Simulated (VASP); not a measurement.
Input of a VASP 6.6.1 run:

The input INCAR:

```
SYSTEM = Fe
ALGO = Normal
EDIFF = 1E-6
ENCUT = 600
GGA = PS
GGA_COMPAT = .False.
ISIF = 2
ISMEAR = -1
ISPIN = 2
LASPH = .True.
LCHARG = .True.
LELF = .True.
LMAXMIX = 4
LORBIT = 11
LREAL = .False.
LVHAR = .True.
LWAVE = .False.
MAGMOM = 3
NBANDS = 18
NELM = 200
NUPDOWN = 3.0
PREC = Accurate
SIGMA = 0.05
```

KPOINTS

```
k-points
0
Gamma
  11 11 11
  0 0 0
```

File POSCAR:

```
Fe
1.0
   -1.4430000000      1.4430000000      1.4430000000
    1.4430000000     -1.4430000000      1.4430000000
    1.4430000000      1.4430000000     -1.4430000000
Fe
1
Direct
    0.0000000000      0.0000000000      0.0000000000
```

Potentials or basis: VASP PAW PBE potentials, release 64 (Fe_sv).

Command:

```sh
$ cat potpaw_PBE.64/Fe_sv/POTCAR > POTCAR
$ mpirun -np 1 vasp_std > vasp.out
```

**Question.** What does it give for the pressure?

**Answer.** -2.3 GPa.

Caveat: the PAW data sets were made with another functional, which shifts forces and pressure a little; the total moment is fixed, so each spin has its own Fermi level.
